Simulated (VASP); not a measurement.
# Si16C15 (a cell with a defect) in VASP: notebook, part 3 of 3

VASP 6.6.1. Earlier steps stand in the parts before.

### Step 4. Single point, PBE, collinear spin (atoms taken out, then relaxed in part)

INCAR reads:

```
SYSTEM = Si16C15
PREC = Accurate
ENCUT = 520
EDIFF = 1E-7
ISMEAR = 0
SIGMA = 0.01
LREAL = Auto
LASPH = .True.
NELM = 150
ALGO = Normal
ISIF = 2
LWAVE = .False.
LCHARG = .False.
ISPIN = 2
MAGMOM = 0.25 0 0.25 0.25 0 0 0 0 0 0 0 0.25 0 0 0 0 0 0 0 0 0 0 0 0 0 0 0 0 0 0 0
LORBIT = 11
GGA = PE
NBANDS = 87
NELECT = 121.0
```

KPOINTS reads:

```
Automatic mesh
0
Gamma
  2 2 2
  0.5 0.5 0.5
```

POSCAR reads:

```
Si16C15
1.0
    4.3797259441      4.3797259441      4.3797259441
   -4.3797259441     -4.3797259441      4.3797259441
    4.3797259441     -4.3797259441     -4.3797259441
Si C
16 15
Direct
    0.2500000000      0.2500000000      0.7817451174
    0.5013154949      0.0034891464      0.7513154949
    0.2500000000      0.5317451174      0.5000000000
    0.5317451174      0.2500000000      0.5000000000
    0.7521736515     -0.0013154949      0.5000000000
    0.7478263485      0.7478263485      0.7465108536
    0.0034891464      0.5013154949      0.7513154949
    0.2500000000     -0.0013154949      0.0021736515
    0.2500000000      0.7521736515      0.2486845051
    0.5013154949      0.5013154949      0.2534891464
    0.7521736515      0.2500000000      0.2486845051
   -0.0317451174     -0.0317451174      0.2182548826
   -0.0013154949      0.7521736515      0.5000000000
    0.4965108536      0.7478263485     -0.0021736515
    0.7478263485      0.4965108536     -0.0021736515
   -0.0013154949      0.2500000000      0.0021736515
    0.4985260350     -0.0014709871      0.5000000000
    0.2500000000      0.4985260350      0.2485290129
    0.4985260350      0.2500000000      0.2485290129
    0.7500029779      0.0014739650      0.2514739650
    0.7500000000      0.7500000000      0.5000000000
   -0.0014709871      0.4985260350      0.5000000000
    0.2500000000      0.9985290129      0.7485260350
    0.2500000000      0.7500000000      0.0000000000
    0.5014709871      0.5014709871     -0.0000029779
    0.7500000000      0.2500000000      0.0000000000
    0.0014739650      0.0014739650      0.0000029779
    0.0014739650      0.7500029779      0.2514739650
    0.5014709871      0.7499970221      0.7514709871
    0.7499970221      0.5014709871      0.7514709871
   -0.0014709871      0.2500000000      0.7485260350
```

Potentials or basis: VASP PAW PBE potentials, release 64 (Si, C).

Started as:

```
cat potpaw_PBE.64/Si/POTCAR potpaw_PBE.64/C/POTCAR > POTCAR
mpirun -np 1 vasp_std > vasp.out
```

OUTCAR:

```text
SYSTEM = Si16C15
   PREC = Accurate
   ENCUT = 520
   EDIFF = 1E-7
   ISMEAR = 0
   LREAL = Auto
   LASPH = .True.
   NELM = 150
   ISIF = 2
   ISPIN = 2
   LORBIT = 11
   GGA = PE
   NELECT = 121.0

 ion  position               nearest neighbor table
   1  0.250  0.250  0.782-  23 1.84  25 1.84  31 1.84   8 2.93  10 2.93  16 2.93   2 3.09   7 3.09
                             5 3.09  13 3.09  14 3.09  15 3.09
   2  0.501  0.003  0.751-  26 1.88  23 1.89  17 1.89  29 1.92   3 2.93  15 3.05  11 3.08  16 3.08
                             1 3.09   4 3.09   5 3.11  14 3.11   6 3.11   8 3.11   9 3.11  13 3.11
   3  0.250  0.532  0.500-  18 1.84  22 1.84  29 1.84   2 2.93   9 2.93  13 2.93   7 3.09  14 3.09
                            16 3.09   6 3.09  10 3.09  11 3.09
   4  0.532  0.250  0.500-  17 1.84  19 1.84  30 1.84   5 2.93   7 2.93  11 2.93  10 3.09   6 3.09
                            15 3.09   2 3.09   8 3.09   9 3.09
   5  0.752  0.999  0.500-  21 1.88  31 1.89  20 1.89  17 1.92   4 2.93  13 3.05   6 3.08  10 3.08
                            12 3.09   1 3.09   2 3.11  16 3.11  14 3.11   9 3.11   7 3.11  11 3.11
   6  0.748  0.748  0.747-  21 1.88  29 1.89  30 1.89  27 1.92  12 2.93  10 3.05   5 3.08  13 3.08
                             3 3.09   4 3.09   7 3.11   2 3.11   8 3.11  16 3.11  14 3.11  15 3.11
   7  0.003  0.501  0.751-  24 1.88  22 1.89  31 1.89  30 1.92   4 2.93  14 3.05   9 3.08   8 3.08
                             1 3.09   3 3.09  13 3.11   6 3.11  15 3.11  16 3.11  11 3.11   5 3.11
   8  0.250  0.999  0.002-  24 1.88  19 1.89  27 1.89  23 1.92   1 2.93   9 3.05  14 3.08   7 3.08
                            12 3.09   4 3.09   2 3.11  11 3.11  13 3.11   6 3.11  10 3.11  16 3.11
   9  0.250  0.752  0.249-  24 1.88  28 1.89  17 1.89  18 1.92   3 2.93   8 3.05  14 3.08   7 3.08
[... 16 lines left out ...]
  18  0.250  0.499  0.249-   3 1.84  10 1.89  16 1.89   9 1.92
  19  0.499  0.250  0.249-   4 1.84   8 1.89  10 1.89  11 1.92
  20  0.750  0.001  0.251-  12 1.84  11 1.89   5 1.89  14 1.92
  21  0.750  0.750  0.500-   6 1.88  10 1.88   5 1.88  13 1.88
  22  0.999  0.499  0.500-   3 1.84   7 1.89  11 1.89  13 1.92
  23  0.250  0.999  0.749-   1 1.84  13 1.89   2 1.89   8 1.92
  24  0.250  0.750  0.000-   7 1.88  14 1.88   9 1.88   8 1.88
  25  0.501  0.501  1.000-   1 1.84  14 1.89  15 1.89  10 1.92
  26  0.750  0.250  0.000-   2 1.88  15 1.88  11 1.88  16 1.88
  27  0.001  0.001  0.000-  12 1.84   8 1.89  16 1.89   6 1.92
[... 550 lines left out ...]
     72      13.1646      0.00000
 [bands above 72 left out]

------------------------ aborting loop because EDIFF is reached ----------------------------------------

  FORCE on cell =-STRESS in cart. coord.  units (eV):
  Direction    XX          YY          ZZ          XY          YZ          ZX
  --------------------------------------------------------------------------------------
  -------------------------------------------------------------------------------------
  Total      -29.8795059    -29.8795059    -29.8795059     -0.0000000      0.0000000     -0.0000000
  in kB     -142.4568033   -142.4568033   -142.4568033     -0.0000000      0.0000000     -0.0000000
  external PRESSURE =    -142.4568033 kB  Pullay stress =       0.0000000 kB

 VOLUME and BASIS-vectors are now :
 -----------------------------------------------------------------------------
  energy-cutoff  :      520.00
  volume of cell :      336.05
      direct lattice vectors                 reciprocal lattice vectors
     4.379725944  4.379725944  4.379725944     0.114162394  0.000000000  0.114162394
    -4.379725944 -4.379725944  4.379725944     0.000000000 -0.114162394  0.114162394
     4.379725944 -4.379725944 -4.379725944     0.114162394 -0.114162394  0.000000000

 POSITION                                       TOTAL-FORCE (eV/Angst)
 -----------------------------------------------------------------------------------
      3.42383     -3.42383     -1.23397         0.007886     -0.007886     -0.007886
      5.47090     -1.11021     -1.07965         0.006102      0.000906     -0.000906
      0.95590     -3.42383      1.23397        -0.007886     -0.007886      0.007886
      3.42383     -0.95590      1.23397         0.007886      0.007886      0.007886
      1.11021     -3.26951      5.47842        -0.000906     -0.000906     -0.006102
      3.26951     -3.26951      3.28104         0.000906     -0.000906      0.006102
[... 23 lines left out ...]
      4.37971     -2.20276      2.18985         0.002788     -0.011526      0.002788
      6.55669      0.00001      2.18988        -0.011526     -0.002788     -0.002788
 -----------------------------------------------------------------------------------
    total drift:                               -0.000004      0.000004     -0.000004

  FREE ENERGIE OF THE ION-ELECTRON SYSTEM (eV)
  ---------------------------------------------------
  free  energy   TOTEN  =      -253.6001916426 eV

  energy  without entropy=     -253.5982633636  energy(sigma->0) =     -253.59922750

 total charge

# of ion       s       p       d       tot
------------------------------------------
    1        0.738   0.894   0.000   1.632
    2        0.698   0.932   0.000   1.629
    3        0.738   0.894   0.000   1.632
    4        0.738   0.894   0.000   1.632
    5        0.698   0.932   0.000   1.629
    6        0.698   0.932   0.000   1.629
[... 23 lines left out ...]
   30        0.839   1.675   0.000   2.514
   31        0.839   1.675   0.000   2.514
--------------------------------------------------
tot         23.900  39.903   0.000  63.802

 magnetization (x)

# of ion       s       p       d       tot
------------------------------------------
    1        0.002   0.018   0.000   0.019
    2       -0.000   0.002   0.000   0.002
    3        0.002   0.018   0.000   0.019
    4        0.002   0.018   0.000   0.019
    5       -0.000   0.002   0.000   0.002
    6       -0.000   0.002   0.000   0.002
[... 23 lines left out ...]
   30        0.000   0.004   0.000   0.004
   31        0.000   0.004   0.000   0.004
--------------------------------------------------
tot          0.010   0.174   0.000   0.184
```

OSZICAR:

```text
N       E                     dE             d eps       ncg     rms          rms(c)
DAV:   1     0.320830759621E+03    0.32083E+03   -0.54440E+04   696   0.125E+03
DAV:   2    -0.241287828765E+03   -0.56212E+03   -0.53065E+03   852   0.218E+02
DAV:   3    -0.280735019209E+03   -0.39447E+02   -0.39067E+02   848   0.547E+01
DAV:   4    -0.281586554824E+03   -0.85154E+00   -0.84888E+00   872   0.890E+00
DAV:   5    -0.281607076324E+03   -0.20521E-01   -0.20504E-01   880   0.137E+00    0.340E+01
DAV:   6    -0.254217412235E+03    0.27390E+02   -0.83086E+01   793   0.217E+01    0.149E+01
DAV:   7    -0.253696709170E+03    0.52070E+00   -0.82625E+00   872   0.710E+00    0.669E+00
DAV:   8    -0.253575009903E+03    0.12170E+00   -0.55875E-01   808   0.202E+00    0.228E+00
DAV:   9    -0.253567940175E+03    0.70697E-02   -0.83055E-02   832   0.912E-01    0.880E-01
DAV:  10    -0.253592016157E+03   -0.24076E-01   -0.21035E-02   800   0.349E-01    0.385E-01
DAV:  11    -0.253599637413E+03   -0.76213E-02   -0.17382E-02   792   0.282E-01    0.156E-01
DAV:  12    -0.253600073477E+03   -0.43606E-03   -0.18720E-03   832   0.114E-01    0.815E-02
DAV:  13    -0.253600116416E+03   -0.42939E-04   -0.17637E-04   824   0.394E-02    0.446E-02
DAV:  14    -0.253600179900E+03   -0.63484E-04   -0.58319E-05   800   0.210E-02    0.176E-02
DAV:  15    -0.253600190486E+03   -0.10586E-04   -0.28139E-05   792   0.126E-02    0.646E-03
DAV:  16    -0.253600191454E+03   -0.96826E-06   -0.29557E-06   792   0.484E-03    0.343E-03
DAV:  17    -0.253600191574E+03   -0.12014E-06   -0.61496E-07   816   0.221E-03    0.163E-03
DAV:  18    -0.253600191643E+03   -0.68438E-07   -0.57077E-08   536   0.796E-04
   1 F= -.25360019E+03 E0= -.25359923E+03  d E =-.192828E-02  mag=     0.5000
```

stdout:

```text
POSCAR found type information on POSCAR SiC
 POSCAR found :  2 types and      31 ions
 scaLAPACK will be used
 LDA part: xc-table for (Slater+PW92), standard interpolation
 POSCAR, INCAR and KPOINTS ok, starting setup
 FFT: planning ... GRIDC
 FFT: planning ... GRID_SOFT
 FFT: planning ... GRID
 WAVECAR not read
 entering main loop
 the old and the new charge density differ
 old charge density:   124.00000 new  121.00000
    0.340E+01
```

Run time: 2.7 min. Hardware: 1 thread of AMD EPYC 9R45 (Zen 5), shared host; peak memory 0.54 GiB.

Results:

```
Free energy                                           : -253.6002 eV
Largest force                                         : 0.014 eV/Å
Net moment                                            : 0.50 μB per cell
Valence electrons inside the program's atomic spheres : Si 1.63; C 2.51, 2.52 (each value once)
```

Forces on the atoms (eV/Å):
```
Si   0.008 -0.008 -0.008
Si   0.006  0.001 -0.001
Si  -0.008 -0.008  0.008
Si   0.008  0.008  0.008
Si  -0.001 -0.001 -0.006
Si   0.001 -0.001  0.006
Si  -0.001 -0.006 -0.001
Si  -0.001  0.006  0.001
Si   0.001  0.006 -0.001
Si  -0.001  0.001  0.006
Si  -0.006 -0.001 -0.001
Si  -0.008  0.008 -0.008
Si   0.001  0.001 -0.006
Si   0.001 -0.006  0.001
Si   0.006 -0.001  0.001
Si  -0.006  0.001  0.001
C    0.003  0.003 -0.012
C   -0.003  0.012  0.003
C   -0.012  0.003  0.003
C   -0.003 -0.012 -0.003
C    0.000  0.000  0.000
C   -0.003 -0.003 -0.012
C    0.003  0.012 -0.003
C    0.000  0.000  0.000
C    0.003 -0.003  0.012
C    0.000  0.000  0.000
C   -0.003  0.003  0.012
C    0.012  0.003 -0.003
C    0.012 -0.003  0.003
C    0.003 -0.012  0.003
C   -0.012 -0.003 -0.003
```

Caveat: the k points lie up to 0.51 Å⁻¹ apart; the cell carries a net charge on a neutralising background, which shifts energy and pressure; the cell differs from its parent crystal (atoms taken out, then relaxed in part); the cell is charged against a uniform background, so pressure and absolute levels hang on convention.

### Step 5. Single point, PBE, collinear spin (atoms taken out, then relaxed in part)

INCAR reads:

```
SYSTEM = Si16C15
ALGO = Normal
EDIFF = 1E-7
ENCUT = 520
GGA = PE
ISIF = 2
ISMEAR = 0
ISPIN = 2
LASPH = .True.
LCHARG = .False.
LORBIT = 11
LREAL = Auto
LWAVE = .False.
MAGMOM = 0.75 0 0.75 0.75 0 0 0 0 0 0 0 0.75 0 0 0 0 0 0 0 0 0 0 0 0 0 0 0 0 0 0 0
NBANDS = 87
NELECT = 121.0
NELM = 150
PREC = Accurate
SIGMA = 0.01
```

KPOINTS is that of step 4.

POSCAR is that of step 4.

Potentials or basis: VASP PAW PBE potentials, release 64 (Si, C).

Started as:

```
cat potpaw_PBE.64/Si/POTCAR potpaw_PBE.64/C/POTCAR > POTCAR
mpirun -np 1 vasp_std > vasp.out
```

OUTCAR:

```text
SYSTEM = Si16C15
   EDIFF = 1E-7
   ENCUT = 520
   GGA = PE
   ISIF = 2
   ISMEAR = 0
   ISPIN = 2
   LASPH = .True.
   LORBIT = 11
   LREAL = Auto
   NELECT = 121.0
   NELM = 150
   PREC = Accurate

 ion  position               nearest neighbor table
   1  0.250  0.250  0.782-  23 1.84  25 1.84  31 1.84   8 2.93  10 2.93  16 2.93   2 3.09   7 3.09
                             5 3.09  13 3.09  14 3.09  15 3.09
   2  0.501  0.003  0.751-  26 1.88  23 1.89  17 1.89  29 1.92   3 2.93  15 3.05  11 3.08  16 3.08
                             1 3.09   4 3.09   5 3.11  14 3.11   6 3.11   8 3.11   9 3.11  13 3.11
   3  0.250  0.532  0.500-  18 1.84  22 1.84  29 1.84   2 2.93   9 2.93  13 2.93   7 3.09  14 3.09
                            16 3.09   6 3.09  10 3.09  11 3.09
   4  0.532  0.250  0.500-  17 1.84  19 1.84  30 1.84   5 2.93   7 2.93  11 2.93  10 3.09   6 3.09
                            15 3.09   2 3.09   8 3.09   9 3.09
   5  0.752  0.999  0.500-  21 1.88  31 1.89  20 1.89  17 1.92   4 2.93  13 3.05   6 3.08  10 3.08
                            12 3.09   1 3.09   2 3.11  16 3.11  14 3.11   9 3.11   7 3.11  11 3.11
   6  0.748  0.748  0.747-  21 1.88  29 1.89  30 1.89  27 1.92  12 2.93  10 3.05   5 3.08  13 3.08
                             3 3.09   4 3.09   7 3.11   2 3.11   8 3.11  16 3.11  14 3.11  15 3.11
   7  0.003  0.501  0.751-  24 1.88  22 1.89  31 1.89  30 1.92   4 2.93  14 3.05   9 3.08   8 3.08
                             1 3.09   3 3.09  13 3.11   6 3.11  15 3.11  16 3.11  11 3.11   5 3.11
   8  0.250  0.999  0.002-  24 1.88  19 1.89  27 1.89  23 1.92   1 2.93   9 3.05  14 3.08   7 3.08
                            12 3.09   4 3.09   2 3.11  11 3.11  13 3.11   6 3.11  10 3.11  16 3.11
   9  0.250  0.752  0.249-  24 1.88  28 1.89  17 1.89  18 1.92   3 2.93   8 3.05  14 3.08   7 3.08
[... 16 lines left out ...]
  18  0.250  0.499  0.249-   3 1.84  10 1.89  16 1.89   9 1.92
  19  0.499  0.250  0.249-   4 1.84   8 1.89  10 1.89  11 1.92
  20  0.750  0.001  0.251-  12 1.84  11 1.89   5 1.89  14 1.92
  21  0.750  0.750  0.500-   6 1.88  10 1.88   5 1.88  13 1.88
  22  0.999  0.499  0.500-   3 1.84   7 1.89  11 1.89  13 1.92
  23  0.250  0.999  0.749-   1 1.84  13 1.89   2 1.89   8 1.92
  24  0.250  0.750  0.000-   7 1.88  14 1.88   9 1.88   8 1.88
  25  0.501  0.501  1.000-   1 1.84  14 1.89  15 1.89  10 1.92
  26  0.750  0.250  0.000-   2 1.88  15 1.88  11 1.88  16 1.88
  27  0.001  0.001  0.000-  12 1.84   8 1.89  16 1.89   6 1.92
[... 550 lines left out ...]
     72      13.1647      0.00000
 [bands above 72 left out]

------------------------ aborting loop because EDIFF is reached ----------------------------------------

  FORCE on cell =-STRESS in cart. coord.  units (eV):
  Direction    XX          YY          ZZ          XY          YZ          ZX
  --------------------------------------------------------------------------------------
  -------------------------------------------------------------------------------------
  Total      -29.8800812    -29.8800812    -29.8800812     -0.0000000      0.0000000      0.0000000
  in kB     -142.4595461   -142.4595461   -142.4595461     -0.0000000      0.0000000      0.0000000
  external PRESSURE =    -142.4595461 kB  Pullay stress =       0.0000000 kB

 VOLUME and BASIS-vectors are now :
 -----------------------------------------------------------------------------
  energy-cutoff  :      520.00
  volume of cell :      336.05
      direct lattice vectors                 reciprocal lattice vectors
     4.379725944  4.379725944  4.379725944     0.114162394  0.000000000  0.114162394
    -4.379725944 -4.379725944  4.379725944     0.000000000 -0.114162394  0.114162394
     4.379725944 -4.379725944 -4.379725944     0.114162394 -0.114162394  0.000000000

 POSITION                                       TOTAL-FORCE (eV/Angst)
 -----------------------------------------------------------------------------------
      3.42383     -3.42383     -1.23397         0.007902     -0.007902     -0.007902
      5.47090     -1.11021     -1.07965         0.006085      0.000914     -0.000914
      0.95590     -3.42383      1.23397        -0.007902     -0.007902      0.007902
      3.42383     -0.95590      1.23397         0.007902      0.007902      0.007902
      1.11021     -3.26951      5.47842        -0.000914     -0.000914     -0.006085
      3.26951     -3.26951      3.28104         0.000914     -0.000914      0.006085
[... 23 lines left out ...]
      4.37971     -2.20276      2.18985         0.002765     -0.011529      0.002765
      6.55669      0.00001      2.18988        -0.011529     -0.002765     -0.002765
 -----------------------------------------------------------------------------------
    total drift:                               -0.000004      0.000004     -0.000004

  FREE ENERGIE OF THE ION-ELECTRON SYSTEM (eV)
  ---------------------------------------------------
  free  energy   TOTEN  =      -253.6001917326 eV

  energy  without entropy=     -253.5982634536  energy(sigma->0) =     -253.59922759

 total charge

# of ion       s       p       d       tot
------------------------------------------
    1        0.738   0.894   0.000   1.632
    2        0.698   0.932   0.000   1.629
    3        0.738   0.894   0.000   1.632
    4        0.738   0.894   0.000   1.632
    5        0.698   0.932   0.000   1.629
    6        0.698   0.932   0.000   1.629
[... 23 lines left out ...]
   30        0.839   1.675   0.000   2.514
   31        0.839   1.675   0.000   2.514
--------------------------------------------------
tot         23.900  39.903   0.000  63.802

 magnetization (x)

# of ion       s       p       d       tot
------------------------------------------
    1        0.002   0.018   0.000   0.019
    2       -0.000   0.002   0.000   0.002
    3        0.002   0.018   0.000   0.019
    4        0.002   0.018   0.000   0.019
    5       -0.000   0.002   0.000   0.002
    6       -0.000   0.002   0.000   0.002
[... 23 lines left out ...]
   30        0.000   0.004   0.000   0.004
   31        0.000   0.004   0.000   0.004
--------------------------------------------------
tot          0.010   0.174   0.000   0.184
```

OSZICAR:

```text
N       E                     dE             d eps       ncg     rms          rms(c)
DAV:   1     0.321066680651E+03    0.32107E+03   -0.54443E+04   696   0.125E+03
DAV:   2    -0.241193886763E+03   -0.56226E+03   -0.53089E+03   852   0.218E+02
[... 13 lines left out ...]
DAV:  16    -0.253600190126E+03   -0.67596E-04   -0.13511E-04   784   0.255E-02    0.102E-02
DAV:  17    -0.253600190882E+03   -0.75581E-06   -0.11199E-05   808   0.885E-03    0.637E-03
DAV:  18    -0.253600191245E+03   -0.36276E-06   -0.12466E-06   872   0.333E-03    0.313E-03
DAV:  19    -0.253600191563E+03   -0.31881E-06   -0.75993E-07   760   0.214E-03    0.160E-03
DAV:  20    -0.253600191690E+03   -0.12628E-06   -0.10363E-07   584   0.909E-04    0.651E-04
DAV:  21    -0.253600191733E+03   -0.42854E-07   -0.22884E-08   456   0.439E-04
   1 F= -.25360019E+03 E0= -.25359923E+03  d E =-.192828E-02  mag=     0.5000
```

stdout:

```text
POSCAR found type information on POSCAR SiC
 POSCAR found :  2 types and      31 ions
 scaLAPACK will be used
 LDA part: xc-table for (Slater+PW92), standard interpolation
 POSCAR, INCAR and KPOINTS ok, starting setup
 FFT: planning ... GRIDC
 FFT: planning ... GRID_SOFT
 FFT: planning ... GRID
 WAVECAR not read
 entering main loop
 the old and the new charge density differ
 old charge density:   124.00000 new  121.00000
    0.341E+01
```

Wall time 3.2 min (1 thread of AMD EPYC 9R45 (Zen 5), shared host); peak memory 0.54 GiB.

Results:

| Property | Result |
| --- | --- |
| Free energy | -253.6002 eV |
| Largest force | 0.014 eV/Å |
| Net moment | 0.50 μB per cell |
| Valence electrons inside the program's atomic spheres | Si 1.63; C 2.51, 2.52 (each value once) |

Forces in eV/Å, atoms in the order of the input:
```
Si   0.008 -0.008 -0.008
Si   0.006  0.001 -0.001
Si  -0.008 -0.008  0.008
Si   0.008  0.008  0.008
Si  -0.001 -0.001 -0.006
Si   0.001 -0.001  0.006
Si  -0.001 -0.006 -0.001
Si  -0.001  0.006  0.001
Si   0.001  0.006 -0.001
Si  -0.001  0.001  0.006
Si  -0.006 -0.001 -0.001
Si  -0.008  0.008 -0.008
Si   0.001  0.001 -0.006
Si   0.001 -0.006  0.001
Si   0.006 -0.001  0.001
Si  -0.006  0.001  0.001
C    0.003  0.003 -0.012
C   -0.003  0.012  0.003
C   -0.012  0.003  0.003
C   -0.003 -0.012 -0.003
C    0.000  0.000  0.000
C   -0.003 -0.003 -0.012
C    0.003  0.012 -0.003
C    0.000  0.000  0.000
C    0.003 -0.003  0.012
C    0.000  0.000  0.000
C   -0.003  0.003  0.012
C    0.012  0.003 -0.003
C    0.012 -0.003  0.003
C    0.003 -0.012  0.003
C   -0.012 -0.003 -0.003
```

Caveat: the k points lie up to 0.51 Å⁻¹ apart; the cell carries a net charge on a neutralising background, which shifts energy and pressure; the cell differs from its parent crystal (atoms taken out, then relaxed in part); the cell is charged against a uniform background, so pressure and absolute levels hang on convention.
